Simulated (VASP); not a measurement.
A run of VASP 6.6.1:

INCAR

```
SYSTEM = Li3Rh
PREC = Accurate
ENCUT = 520
EDIFF = 1E-6
ISMEAR = -1
SIGMA = 0.05
LREAL = .FALSE.
LASPH = .TRUE.
NELM = 100
ALGO = Normal
ISIF = 2
LWAVE = .FALSE.
LCHARG = .FALSE.
GGA = PS
IVDW = 12
NBANDS = 20
```

The input KPOINTS:

```
regular mesh
0
G
  7 7 7
  0 0 0
```

POSCAR

```
Li3Rh
1.0
    0.0000000000      2.8785206716      2.8785206716
    2.8785206716      0.0000000000      2.8785206716
    2.8785206716      2.8785206716      0.0000000000
Li Rh
3 1
Direct
    0.2500000000      0.2500000000      0.2500000000
    0.7500000000      0.7500000000      0.7500000000
    0.5000000000      0.5000000000      0.5000000000
    0.0000000000      0.0000000000      0.0000000000
```

Potentials or basis: VASP PAW PBE potentials, release 64 (Li_sv, Rh_pv).

Run with:

```console
$ cat potpaw_PBE.64/Li_sv/POTCAR potpaw_PBE.64/Rh_pv/POTCAR > POTCAR
$ mpirun -np 1 vasp_std > vasp.out
```

Hardware: 1 thread of Intel(R) Xeon(R) 6975P-C (Granite Rapids), with other jobs on the host.

Q: How long does it take, and how much memory?

A: Run time: 12 s on 1 thread of Intel(R) Xeon(R) 6975P-C (Granite Rapids) (shared host), peak memory 0.18 GiB. Counts: scf iterations 12, k points 20.
